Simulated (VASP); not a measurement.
# Hf3Cd: single point with PBE

Hf3Cd:

```xyz
4
Lattice="0.0000 3.8093 3.8093 3.8093 0.0000 3.8093 3.8093 3.8093 0.0000" Properties=species:S:1:pos:R:3 pbc="T T T"
Hf    1.9047    1.9047    1.9047
Hf    5.7140    5.7140    5.7140
Hf    3.8093    3.8093    3.8093
Cd    0.0000    0.0000    0.0000
```

The cell was generated, and may not be a known phase.

```json
{
 "Program": "VASP 6.6.1",
 "Task": "single point",
 "Functional": "PBE",
 "Potentials or basis": "VASP PAW PBE potentials, release 64 (Hf_pv, Cd)",
 "Cutoff": "520 eV",
 "k mesh": "4 × 4 × 4",
 "Occupations": "gaussian, width 0.1 eV",
 "Spin": "no spin polarisation"
}
```

```
Pressure               : -15.1 GPa
Band gap on the k mesh : zero (bands 21 and 22 overlap by 0.08 eV)
```

Levels at points of the mesh, in eV from the Fermi level:
| k point | band 17 | band 18 | band 19 | band 20 | band 21 | band 22 | band 23 | band 24 | band 25 | band 26 |
| --- | --- | --- | --- | --- | --- | --- | --- | --- | --- | --- |
| (0.00, 0.00, 0.00) | -1.14 | -1.14 | -1.03 | -1.03 | 0.07 | 0.07 | 0.07 | 1.73 | 2.93 | 2.93 |
| (0.50, 0.00, 0.00) | -1.23 | -1.23 | -0.81 | -0.22 | -0.22 | 0.14 | 0.14 | 0.35 | 1.41 | 1.41 |
| (0.50, 0.50, 0.00) | -2.44 | -2.03 | -0.20 | -0.20 | -0.01 | 0.07 | 0.07 | 1.14 | 1.14 | 1.63 |

It took 19 s on 1 thread of Intel(R) Xeon(R) 6975P-C (Granite Rapids) (shared host), peak memory 0.24 GiB.

Caveat: the cell stands under tension; spin-orbit coupling is left out, which moves the levels of the heavy elements.
